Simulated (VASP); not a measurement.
# NiO (Fm-3m) in VASP: a series of runs

The runs below take NiO through density of states, single point, with PBE+U.

Everything below comes from runs of VASP 6.6.1. Logs are shortened: lines on timing, memory, paths and dates and some standing lists are left out, and cuts for length are marked.

## 1. The cell of the first run

The structure is cubic, space group Fm-3m (No. 225). The conventional cell has a = 4.267 Å, b = 4.267 Å, c = 4.267 Å, α = 90.00°, β = 90.00°, γ = 90.00°. Within 2.8 Å of Ni (site symmetry m-3m) lie 6 O at 2.13 Å. Within 2.8 Å of O (site symmetry m-3m) lie 6 Ni at 2.13 Å.

## 2. Density of states, PBE+U, collinear spin, ferromagnetic start

File POSCAR:

```
NiO
1.0
    0.0000000000      2.1337376393      2.1337376393
    2.1337376393      0.0000000000      2.1337376393
    2.1337376393      2.1337376393      0.0000000000
Ni O
1 1
Direct
    0.0000000000      0.0000000000      0.0000000000
    0.5000000000      0.5000000000      0.5000000000
```

File INCAR.step1:

```
SYSTEM = NiO
PREC = Accurate ; ENCUT = 520
EDIFF = 1E-6 ; ISMEAR = 0
SIGMA = 0.02 ; LREAL = .FALSE.
LASPH = .TRUE. ; NELM = 150
ALGO = Normal ; ISIF = 2
LWAVE = .FALSE. ; LCHARG = .TRUE.
ISPIN = 2 ; MAGMOM = 1.91 0.21
LMAXMIX = 4 ; LDAU = .TRUE.
LDAUTYPE = 2 ; LDAUL = 2 -1
LDAUU = 6.2 0 ; LDAUJ = 0 0
LDAUPRINT = 1 ; GGA = PE
NBANDS = 19
```

File KPOINTS.step1:

```
Automatic mesh
0
G
  12 12 12
  0 0 0
```

File INCAR.step2:

```
SYSTEM = NiO
PREC = Accurate ; ENCUT = 520
EDIFF = 1E-6 ; ISMEAR = -5
SIGMA = 0.02 ; LREAL = .FALSE.
LASPH = .TRUE. ; NELM = 150
ALGO = Normal ; ISIF = 2
LWAVE = .FALSE. ; LCHARG = .FALSE.
ISPIN = 2 ; MAGMOM = 1.91 0.21
LORBIT = 11 ; LMAXMIX = 4
LDAU = .TRUE. ; LDAUTYPE = 2
LDAUL = 2 -1 ; LDAUU = 6.2 0
LDAUJ = 0 0 ; LDAUPRINT = 1
GGA = PE ; NBANDS = 19
NEDOS = 2001 ; ICHARG = 11
```

File KPOINTS.step2:

```
Automatic mesh
0
G
  18 18 18
  0 0 0
```

Potentials or basis: VASP PAW PBE potentials, release 64 (Ni, O).

Command:

```sh
$ cat potpaw_PBE.64/Ni/POTCAR potpaw_PBE.64/O/POTCAR > POTCAR
$ cp INCAR.step1 INCAR
$ cp KPOINTS.step1 KPOINTS
$ mpirun -np 1 vasp_std > vasp.out
$ cp INCAR.step2 INCAR
$ cp KPOINTS.step2 KPOINTS
$ mpirun -np 1 vasp_std > vasp.out
```

OUTCAR:

```text
SYSTEM = NiO
   PREC = Accurate
   ENCUT = 520
   EDIFF = 1E-6
   ISMEAR = -5
   LREAL = .FALSE.
   LASPH = .TRUE.
   NELM = 150
   ISIF = 2
   ISPIN = 2
   LORBIT = 11
   GGA = PE
   ICHARG = 11

 ion  position               nearest neighbor table
   1  0.000  0.000  0.000-   2 2.13   2 2.13   2 2.13   2 2.13   2 2.13   2 2.13
   2  0.500  0.500  0.500-   1 2.13   1 2.13   1 2.13   1 2.13   1 2.13   1 2.13

  LATTYP: Found a face centered cubic cell.
 ALAT       =     4.2674752786

  Lattice vectors:

 A1 = (   0.0000000000,   2.1337376393,   2.1337376393)
 A2 = (   2.1337376393,   0.0000000000,   2.1337376393)
 A3 = (   2.1337376393,   2.1337376393,   0.0000000000)

Analysis of symmetry for initial positions (statically):
=====================================================================
 Subroutine PRICEL returns:
 Original cell was already a primitive cell.

 Routine SETGRP: Setting up the symmetry group for a
 face centered cubic supercell.

 Subroutine GETGRP returns: Found 48 space group operations
 (whereof 48 operations were pure point group operations)
 out of a pool of 48 trial point group operations.

The static configuration has the point symmetry O_h .

Analysis of symmetry for dynamics (positions and initial velocities):
=====================================================================
 Subroutine PRICEL returns:
 Original cell was already a primitive cell.

 Routine SETGRP: Setting up the symmetry group for a
 face centered cubic supercell.

 Subroutine GETGRP returns: Found 48 space group operations
 (whereof 48 operations were pure point group operations)
 out of a pool of 48 trial point group operations.

The dynamic configuration has the point symmetry O_h .

Analysis of structural, dynamic, and magnetic symmetry:
=====================================================================
 Subroutine PRICEL returns:
 Original cell was already a primitive cell.

 Routine SETGRP: Setting up the symmetry group for a
 face centered cubic supercell.

 Subroutine GETGRP returns: Found 48 space group operations
 (whereof 48 operations were pure point group operations)
 out of a pool of 48 trial point group operations.

The overall configuration has the point symmetry O_h .

 Subroutine INISYM returns: Found 48 space group operations
 (whereof 48 operations are pure point group operations),
 and found     1 'primitive' translations

----------------------------------------------------------------------------------------

                                     Primitive cell

  volume of cell :      19.4291

  direct lattice vectors                    reciprocal lattice vectors
     0.000000000  2.133737639  2.133737639    -0.234330590  0.234330590  0.234330590
     2.133737639  0.000000000  2.133737639     0.234330590 -0.234330590  0.234330590
     2.133737639  2.133737639  0.000000000     0.234330590  0.234330590 -0.234330590

  length of vectors
     3.017560708  3.017560708  3.017560708     0.405872488  0.405872488  0.405872488

  position of ions in fractional coordinates (direct lattice)
     0.000000000  0.000000000  0.000000000
     0.500000000  0.500000000  0.500000000

  ion indices of the primitive-cell ions
   primitive index   ion index
                 1           1
                 2           2

----------------------------------------------------------------------------------------

 KPOINTS: Automatic mesh

Automatic generation of k-mesh.
 Grid dimensions read from file:
 generate k-points for:   18   18   18

 Generating k-lattice:

  Cartesian coordinates                     Fractional coordinates (reciprocal lattice)
    -0.013018366  0.013018366  0.013018366     0.055555556  0.000000000  0.000000000
     0.013018366 -0.013018366  0.013018366     0.000000000  0.055555556  0.000000000
     0.013018366  0.013018366 -0.013018366     0.000000000  0.000000000  0.055555556

  Length of vectors
     0.022548472  0.022548472  0.022548472

  Shift w.r.t. Gamma in fractional coordinates (k-lattice)
     0.000000000  0.000000000  0.000000000

 TETIRR: Found    806 inequivalent tetrahedra from    34992

 Subroutine IBZKPT returns following result:
 ===========================================

 Found    195 irreducible k-points:

 Following reciprocal coordinates:
            Coordinates               Weight
  0.000000  0.000000  0.000000      1.000000
  0.055556  0.000000  0.000000      8.000000
  0.111111  0.000000  0.000000      8.000000
  0.166667  0.000000  0.000000      8.000000
  0.222222  0.000000  0.000000      8.000000
  0.277778  0.000000  0.000000      8.000000
[... 16 lines left out ...]
 -0.277778  0.055556  0.000000     24.000000
 -0.222222  0.055556  0.000000     24.000000
 [... further k-points ...]
   k-points           NKPTS =    195   k-points in BZ     NKDIM =    195   number of bands    NBANDS=     19
   number of dos      NEDOS =   2001   number of ions     NIONS =      2
   total plane-waves  NPLWV =  13824
   dimension x,y,z NGX =    24 NGY =   24 NGZ =   24
   dimension x,y,z NGXF=    48 NGYF=   48 NGZF=   48
   ions per type =               1   1
   NGX,Y,Z   is equivalent  to a cutoff of  13.22, 13.22, 13.22 a.u.
   NGXF,Y,Z  is equivalent  to a cutoff of  26.44, 26.44, 26.44 a.u.
 SYSTEM =  NiO
   PREC   = accura    normal or accurate (medium, high low for compatibility)
   ISTART =      0    job   : 0-new  1-cont  2-samecut
   ICHARG =     11    charge: 1-file 2-atom 10-const
   ISPIN  =      2    spin polarized calculation?
   LNONCOLLINEAR =      F non collinear calculations
   LSORBIT =      F    spin-orbit coupling
   LASPH  =      T    aspherical Exc in radial PAW
   ENCUT  =  520.0 eV  38.22 Ry    6.18 a.u.   5.61  5.61  5.61*2*pi/ulx,y,z
   NELM   =    150;   NELMIN=  2; NELMDL=  0     # of ELM steps
   EDIFF  = 0.1E-05   stopping-criterion for ELM
   LREAL  =      F    real-space projection
   EDIFFG = 0.1E-04   stopping-criterion for IOM
   NSW    =      0    number of steps for IOM
   IBRION =     -1    ionic relax: 0-MD 1-quasi-New 2-CG
   NFREE  =      0    steps in history (QN), initial steepest desc. (CG)
   ISIF   =      2    stress and relaxation
   ISYM   =      2    0-nonsym 1-usesym 2-fastsym
   POTIM  = 0.5000    time-step for ionic-motion
   TEBEG  =    0.0;   TEEND  =   0.0 temperature during run
   PSTRESS=    0.0 pullay stress
   NELECT =      16.0000    total number of electrons
   NUPDOWN=      -1.0000    fix difference up-down
   EMIN   =  10.00;   EMAX   =-10.00  energy-range for DOS
   EFERMI =   0.00;   METHOD = LEGACY
   ISMEAR =    -5;   SIGMA  =   0.02  broadening in eV -4-tet -1-fermi 0-gaus
   EFERMI_NEDOS =   21; number of points for ismear=-14 and -15
   IALGO  =     38    algorithm
   IMIX   =      4    mixing-type and parameters
     AMIX     =   0.40;   BMIX     =  1.00
     AMIX_MAG =   1.60;   BMIX_MAG =  1.00
  volume/ion in A,a.u.               =       9.71        65.56
  Fermi-wavevector in a.u.,A,eV,Ry     =   1.534489  2.899764 32.037051  2.354657
  Thomas-Fermi vector in A             =   2.641410
   LORBIT       =     11    0 simple, 1 ext, 2 COOP (PROOUT), +10 PAW based schemes
 LDA+U is selected, type is set to LDAUTYPE =  2
   angular momentum for each species LDAUL =     2   -1
   U (eV)           for each species LDAUU =   6.2  0.0
   J (eV)           for each species LDAUJ =   0.0  0.0
   GGA     = PE    functional components
   LHFCALC =     F    Hartree Fock is set to
   AEXX    =    0.0000 exact exchange contribution
   IVDW    =     0    specifies the selected vdW correction
   LEPSILON=     F    determine dielectric tensor
   LRPA    =     F    only Hartree local field effects (RPA)
 spin polarized calculation
 Fermi weights with tetrahedron method with Bloechl corrections
  energy-cutoff  :      520.00
  volume of cell :       19.43
 maximum number of plane-waves:       544

atom =   1  type =  1  l = 2

 onsite density matrix

spin component  1

  0.9818 -0.0000  0.0000  0.0000  0.0000
 -0.0000  0.9818 -0.0000  0.0000  0.0000
  0.0000 -0.0000  1.0279 -0.0000  0.0000
  0.0000  0.0000 -0.0000  0.9818 -0.0000
  0.0000  0.0000  0.0000 -0.0000  1.0279

spin component  2

  0.9805  0.0000 -0.0000  0.0000 -0.0000
  0.0000  0.9805  0.0000  0.0000  0.0000
 -0.0000  0.0000  0.1273 -0.0000 -0.0000
  0.0000  0.0000 -0.0000  0.9805  0.0000
 -0.0000  0.0000 -0.0000  0.0000  0.1273

 occupancies and eigenvectors

  o =  0.1273  v =  0.0000  0.0000  0.0000  0.0000  0.0000  0.0000  0.0000  0.0000  0.0000 -1.0000      0.0000  0.0000  0.0000  0.0000  0.0000  0.0000  0.0000  0.0000  0.0000  0.0000
  o =  0.1273  v =  0.0000  0.0000  0.0000  0.0000  0.0000  0.0000  0.0000  1.0000  0.0000  0.0000      0.0000  0.0000  0.0000  0.0000  0.0000  0.0000  0.0000  0.0000  0.0000  0.0000
  o =  0.9805  v =  0.0000  0.0000  0.0000  0.0000  0.0000  0.0000  0.9917 -0.0000 -0.1284  0.0000      0.0000  0.0000  0.0000  0.0000  0.0000  0.0000  0.0000  0.0000  0.0000  0.0000
  o =  0.9805  v =  0.0000  0.0000  0.0000  0.0000  0.0000  0.0000 -0.1284  0.0000 -0.9917 -0.0000      0.0000  0.0000  0.0000  0.0000  0.0000  0.0000  0.0000  0.0000  0.0000  0.0000
  o =  0.9805  v =  0.0000  0.0000  0.0000  0.0000  0.0000  1.0000  0.0000  0.0000  0.0000  0.0000      0.0000  0.0000  0.0000  0.0000  0.0000  0.0000  0.0000  0.0000  0.0000  0.0000
  o =  0.9818  v =  0.0000  0.4363  0.0000 -0.8998 -0.0000  0.0000  0.0000  0.0000  0.0000  0.0000      0.0000  0.0000  0.0000  0.0000  0.0000  0.0000  0.0000  0.0000  0.0000  0.0000
  o =  0.9818  v =  0.0000 -0.8998 -0.0000 -0.4363  0.0000  0.0000  0.0000  0.0000  0.0000  0.0000      0.0000  0.0000  0.0000  0.0000  0.0000  0.0000  0.0000  0.0000  0.0000  0.0000
  o =  0.9818  v =  1.0000  0.0000  0.0000  0.0000  0.0000  0.0000  0.0000  0.0000  0.0000  0.0000      0.0000  0.0000  0.0000  0.0000  0.0000  0.0000  0.0000  0.0000  0.0000  0.0000
  o =  1.0279  v =  0.0000  0.0000 -0.0000 -0.0000  1.0000  0.0000  0.0000  0.0000  0.0000  0.0000      0.0000  0.0000  0.0000  0.0000  0.0000  0.0000  0.0000  0.0000  0.0000  0.0000
  o =  1.0279  v =  0.0000  0.0000 -1.0000 -0.0000 -0.0000  0.0000  0.0000  0.0000  0.0000  0.0000      0.0000  0.0000  0.0000  0.0000  0.0000  0.0000  0.0000  0.0000  0.0000  0.0000

 number of electron      16.0000010 magnetization       1.9999984

 Free energy of the ion-electron system (eV)
  ---------------------------------------------------
  ext. energy  EPLUGINS =         0.00000000
  ---------------------------------------------------
  free energy    TOTEN  =       -10.14191892 eV

  energy without entropy =      -10.14191892  energy(sigma->0) =      -10.14191892

 E-fermi :   5.9338     XC(G=0): -12.2729

 val. band max:        5.9319374084   @ k =   0.5000   0.0000   0.0000
 cond. band min:       8.2928645065   @ k =   0.0000   0.0000   0.0000
 fundamental gap:      2.3609270982
 Fermi energy:         5.9338105926

 spin component 1

 k-point     1 :       0.0000    0.0000    0.0000
  band No.  band energies     occupation
      1     -12.3606      1.00000
      2      -0.1230      1.00000
      3      -0.1229      1.00000
      4       0.9906      1.00000
      5       0.9907      1.00000
      6       0.9907      1.00000
[... 11 lines left out ...]
     18      28.9389      0.00000
     19      28.9389      0.00000
[... 489 lines left out ...]
      3      -0.5740      1.00000
      4       0.3055      1.00000
      5       1.1410      1.00000
      6       1.1679      1.00000
[... 11 lines left out ...]
     18      34.1447      0.00000
     19      34.7702      0.00000

 [... further k-points ...]

 spin component 2

 k-point     1 :       0.0000    0.0000    0.0000
  band No.  band energies     occupation
      1     -12.0692      1.00000
      2       1.9905      1.00000
      3       1.9909      1.00000
      4       1.9912      1.00000
      5       5.0788      1.00000
      6       5.0788      1.00000
[... 11 lines left out ...]
     18      34.3167      0.00000
     19      34.3170      0.00000
[... 489 lines left out ...]
      3       1.9475      1.00000
      4       2.1089      1.00000
      5       3.5768      1.00000
      6       4.3147      1.00000
[... 11 lines left out ...]
     18      37.4276      0.00000
     19      38.6955      0.00000

 [... further k-points ...]
[... 5 lines left out ...]
  --------------------------------------------------------------------------------------
  -------------------------------------------------------------------------------------
  Total       -0.9883345     -0.9883345     -0.9883345      0.0000000      0.0000000     -0.0000000
  in kB      -81.5007271    -81.5007271    -81.5007271      0.0000000      0.0000000     -0.0000000
  external PRESSURE =     -81.5007271 kB  Pullay stress =       0.0000000 kB

 VOLUME and BASIS-vectors are now :
 -----------------------------------------------------------------------------
  energy-cutoff  :      520.00
  volume of cell :       19.43
      direct lattice vectors                 reciprocal lattice vectors
     0.000000000  2.133737639  2.133737639    -0.234330590  0.234330590  0.234330590
     2.133737639  0.000000000  2.133737639     0.234330590 -0.234330590  0.234330590
     2.133737639  2.133737639  0.000000000     0.234330590  0.234330590 -0.234330590

 POSITION                                       TOTAL-FORCE (eV/Angst)
 -----------------------------------------------------------------------------------
      0.00000      0.00000      0.00000        -0.000000     -0.000000     -0.000000
      2.13374      2.13374      2.13374         0.000000      0.000000      0.000000
 -----------------------------------------------------------------------------------
    total drift:                                0.000000     -0.000000     -0.000000

  FREE ENERGIE OF THE ION-ELECTRON SYSTEM (eV)
  ---------------------------------------------------
  free  energy   TOTEN  =       -10.1419189217 eV

  energy  without entropy=      -10.1419189217  energy(sigma->0) =      -10.14191892

 total charge

# of ion       s       p       d       tot
------------------------------------------
    1        0.326   0.379   8.173   8.877
    2        1.548   3.449   0.000   4.997
--------------------------------------------------
tot          1.874   3.827   8.173  13.874

 magnetization (x)

# of ion       s       p       d       tot
------------------------------------------
    1        0.012   0.012   1.803   1.827
    2        0.016   0.147   0.000   0.163
--------------------------------------------------
tot          0.028   0.159   1.803   1.990
```

Wall time 63 s (1 thread of Intel Xeon Platinum 8488C (Sapphire Rapids), shared host); peak memory 0.23 GiB.

Results:

```
Net moment                                            : 2.00 μB per cell
Site moments                                          : Ni +1.83; O +0.16 μB
Valence electrons inside the program's atomic spheres : Ni 8.88; O 5.00
```

Eigenvalues of the final occupation matrices:
| site | spin | trace | eigenvalues |
| --- | --- | --- | --- |
| site 1 d | 1 | 5.00 | 0.98 0.98 0.98 1.03 1.03 |
| site 1 d | 2 | 3.20 | 0.13 0.13 0.98 0.98 0.98 |

Caveat: a cell with one magnetic atom can't hold antiferromagnetic order, which such compounds often take. The state reached can hang on the start; a lower one may exist.

## 3. Single point, PBE+U, collinear spin, ferromagnetic start (volume scaled by 1.06)

File INCAR:

```
SYSTEM = NiO
PREC = Accurate
ENCUT = 600
EDIFF = 1E-6
ISMEAR = 0
SIGMA = 0.02
LREAL = .False.
LASPH = .True.
NELM = 200
ALGO = Normal
ISIF = 2
LWAVE = .False.
LCHARG = .True.
ISPIN = 2
MAGMOM = 1.91 0.21
LORBIT = 11
LMAXMIX = 4
LDAU = .True.
LDAUTYPE = 2
LDAUL = 2 -1
LDAUU = 6.2 0
LDAUJ = 0 0
LDAUPRINT = 1
GGA = PE
LELF = .True.
LVHAR = .True.
NBANDS = 23
GGA_COMPAT = .False.
```

File KPOINTS:

```
regular mesh
0
Gamma
  12 12 12
  0 0 0
```

File POSCAR:

```
NiO
1.0
    0.0000000000      2.1755862545      2.1755862545
    2.1755862545      0.0000000000      2.1755862545
    2.1755862545      2.1755862545      0.0000000000
Ni O
1 1
Direct
    0.0000000000      0.0000000000      0.0000000000
    0.5000000000      0.5000000000      0.5000000000
```

Potentials or basis: VASP PAW PBE potentials, release 64 (Ni_sv_GW, O).

Command:

```sh
$ cat potpaw_PBE.64/Ni_sv_GW/POTCAR potpaw_PBE.64/O/POTCAR > POTCAR
$ mpirun -np 1 vasp_std > vasp.out
```

Wall time 1.9 min (1 thread of Intel Xeon Platinum 8375C at 2.90GHz (Ice Lake), shared host); peak memory 0.23 GiB.

The run converged. Its results:

| Quantity | Value |
| --- | --- |
| Free energy | -10.2107 eV |
| Pressure | -12.6 GPa |
| Band gap on the k mesh | 1.72 eV, indirect (least direct gap 2.67 eV) |
| Net moment | 2.00 μB per cell |
| Site moments | Ni +1.80; O +0.15 μB |
| Valence electrons inside the program's atomic spheres | Ni 16.04; O 4.98 |

Levels at points of the mesh, in eV from the valence-band top:
Spin up:
| k point | band 11 | band 12 | band 13 | band 14 | band 15 | band 16 |
| --- | --- | --- | --- | --- | --- | --- |
| (0.00, 0.00, 0.00) | -1.25 | -1.25 | -1.25 | 1.72 | 18.07 | 18.11 |
| (0.50, 0.00, 0.00) | -2.92 | 0.00 | 0.00 | 6.08 | 9.77 | 13.86 |
| (0.50, 0.50, 0.00) | -3.80 | -2.46 | -2.46 | 5.95 | 10.80 | 11.78 |
Spin down:
```csv
k point,band 9,band 10,band 11,band 12,band 13,band 14
"(0.00, 0.00, 0.00)",-0.95,-0.95,-0.95,2.06,2.93,2.93
"(0.50, 0.00, 0.00)",-1.99,-1.72,-1.72,4.90,4.90,6.26
"(0.50, 0.50, 0.00)",-2.67,-2.18,-2.18,3.36,3.61,6.58
```

Eigenvalues of the final occupation matrices:
```
    site  spin  trace               eigenvalues
site 1 d     1   4.75  0.94 0.94 0.94 0.96 0.96
site 1 d     2   2.96  0.08 0.08 0.93 0.93 0.93
```

Caveat: a cell with one magnetic atom can't hold antiferromagnetic order, which such compounds often take. The state reached can hang on the start; a lower one may exist.
